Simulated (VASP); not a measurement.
**Mn: relaxation of cell and atoms with LDA**

Crystal: Mn.

```
CELL_PARAMETERS angstrom
4.54677 0.00000 0.00000
0.00000 4.54677 0.00000
0.00000 0.00000 4.54677
ATOMIC_POSITIONS crystal
Mn 0.00000 0.00000 0.00000
Mn 0.50000 0.50000 0.50000
Mn 0.25000 0.00000 0.50000
Mn 0.75000 0.00000 0.50000
Mn 0.50000 0.25000 0.00000
Mn 0.50000 0.75000 0.00000
Mn 0.00000 0.50000 0.25000
Mn 0.00000 0.50000 0.75000
```

```
Program                : VASP 6.6.1
Task                   : relaxation of cell and atoms
Functional             : LDA
Potentials or basis    : VASP PAW LDA potentials, release 64 (Mn_pv)
Cutoff                 : 600 eV
k mesh                 : 6 × 6 × 6
Occupations            : fermi-dirac, width 0.05 eV
Spin                   : collinear spin, ferromagnetic start
Starting moments       : [3.0, 3.0, 3.0, 3.0, 3.0, 3.0, 3.0, 3.0] μB
Dipole correction      : no
Further INCAR settings : ALGO = Normal; EDIFF = 1e-06; IBRION = 2; EDIFFG = -0.01; NSW = 80; ISIF = 3
```

```json
{"Relaxed volume": "10.13 Å³/atom", "Relaxed cell": "a = 4.328 Å, b = 4.328 Å, c = 4.328 Å, α = 90.00°, β = 90.00°, γ = 90.00°", "Space group after relaxing (to 0.05 Å)": "Pm-3n (No. 223)", "Energy gained by relaxing": "203.9 meV/atom", "Ionic steps": "5", "Pressure after relaxing": "0.0 GPa", "Band gap on the k mesh": "zero (filled and empty bands overlap)", "Net moment": "0.00 μB per cell", "Valence electrons inside the program's atomic spheres": "Mn 12.16, 12.13"}
```

Step by step:
```
step  energy change (eV)  largest force (eV/Å)  pressure (GPa)  volume (Å³)
   1              0.0000                0.0000          -35.21        94.00
   2              4.9108                0.0000          146.32        63.06
   3             -1.6202                0.0000           -3.70        81.98
   4             -1.6299                0.0000           -1.11        81.32
   5             -1.6308                0.0000            0.00        81.05
```

Final structure:
```cif
data_structure
_symmetry_space_group_name_H-M 'P 1'
_symmetry_Int_Tables_number 1
_cell_length_a 4.3277
_cell_length_b 4.3277
_cell_length_c 4.3277
_cell_angle_alpha 90.000
_cell_angle_beta 90.000
_cell_angle_gamma 90.000
_cell_volume 81.05
loop_
_atom_site_label
_atom_site_type_symbol
_atom_site_fract_x
_atom_site_fract_y
_atom_site_fract_z
_atom_site_occupancy
Mn1 Mn 0.00000 0.00000 0.00000 1
Mn2 Mn 0.50000 0.50000 0.50000 1
Mn3 Mn 0.25000 0.00000 0.50000 1
Mn4 Mn 0.75000 0.00000 0.50000 1
Mn5 Mn 0.50000 0.25000 0.00000 1
Mn6 Mn 0.50000 0.75000 0.00000 1
Mn7 Mn 0.00000 0.50000 0.25000 1
Mn8 Mn 0.00000 0.50000 0.75000 1
```

Levels at points of the mesh, in eV from the Fermi level:
Spin up:
| k point | band 48 | band 49 | band 50 | band 51 | band 52 | band 53 | band 54 | band 55 | band 56 | band 57 |
| --- | --- | --- | --- | --- | --- | --- | --- | --- | --- | --- |
| (0.00, 0.00, 0.00) | -1.10 | -1.10 | 0.03 | 0.03 | 0.03 | 0.13 | 0.13 | 0.13 | 0.41 | 0.41 |
| (0.50, 0.00, 0.00) | -1.45 | -0.45 | -0.45 | -0.40 | -0.40 | -0.17 | -0.17 | 0.32 | 0.32 | 0.91 |
| (0.50, 0.50, 0.00) | -0.71 | -0.71 | -0.70 | -0.53 | -0.06 | 0.27 | 0.41 | 0.44 | 0.55 | 0.67 |
| (0.50, 0.50, 0.50) | -1.72 | -0.06 | -0.06 | -0.06 | -0.06 | -0.06 | -0.06 | 1.03 | 1.03 | 1.03 |
Spin down:
| k point | band 50 | band 51 | band 52 | band 53 | band 54 | band 55 |
| --- | --- | --- | --- | --- | --- | --- |
| (0.00, 0.00, 0.00) | 0.03 | 0.03 | 0.03 | 0.13 | 0.13 | 0.13 |
| (0.50, 0.00, 0.00) | -0.45 | -0.40 | -0.40 | -0.17 | -0.17 | 0.32 |
| (0.50, 0.50, 0.00) | -0.70 | -0.53 | -0.06 | 0.27 | 0.41 | 0.44 |
| (0.50, 0.50, 0.50) | -0.06 | -0.06 | -0.06 | -0.06 | -0.06 | 1.03 |

Wall time 18 min on 1 × NVIDIA H100 80GB with 1 thread of AMD EPYC 7R13 Processor (Zen 3), on a shared host, peak memory 1.5 GiB.

Caveat: the starting moments collapsed, and a magnetic state may lie lower.
